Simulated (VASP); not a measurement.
A run of VASP 6.6.1:

File INCAR:

```
SYSTEM = Be4Pd
PREC     = Accurate       ! precision mode
ENCUT    = 600            ! plane-wave cutoff, eV
EDIFF    = 1E-7           ! SCF threshold, eV
ISMEAR   = 0              ! smearing method
SIGMA    = 0.1            ! smearing width, eV
LREAL    = .False.        ! projectors in reciprocal space
LASPH    = .True.         ! aspherical terms in the spheres
NELM     = 100            ! most SCF steps
ALGO     = Normal         ! electronic algorithm
ISIF     = 3              ! what is computed and relaxed
LWAVE    = .False.        ! write WAVECAR
LCHARG   = .False.        ! write CHGCAR
GGA      = PE             ! functional
IBRION   = 2              ! ionic algorithm
NSW      = 100            ! ionic steps
EDIFFG   = -0.01          ! ionic threshold
```

The input KPOINTS:

```
Automatic mesh
0
Gamma
  10 10 10
  0 0 0
```

Contents of POSCAR:

```
Be4Pd
1.0
    3.7369575507      0.0000000000      0.0000000000
    0.0000000000      3.7369575507      0.0000000000
    0.0000000000      0.0000000000      3.7369575507
Be Pd
4 1
Direct
    0.0000000000      0.5000000000      0.5000000000
    0.5000000000      0.0000000000      0.5000000000
    0.5000000000      0.5000000000      0.0000000000
    0.5000000000      0.5000000000      0.5000000000
    0.0000000000      0.0000000000      0.0000000000
```

Potentials or basis: VASP PAW PBE potentials, release 64 (Be, Pd).

Command:

```sh
$ cat potpaw_PBE.64/Be/POTCAR potpaw_PBE.64/Pd/POTCAR > POTCAR
$ mpirun -np 1 vasp_std > vasp.out
```

Hardware: 1 thread of Intel(R) Xeon(R) Platinum 8488C (Sapphire Rapids) (shared host).

Problem. How long does it take, and how much memory?

Solution. It took 43 s on 1 thread of Intel(R) Xeon(R) Platinum 8488C (Sapphire Rapids), with other jobs on the host, peak memory 0.2 GiB. Counts: scf iterations 21, k points 56, ion steps 2.
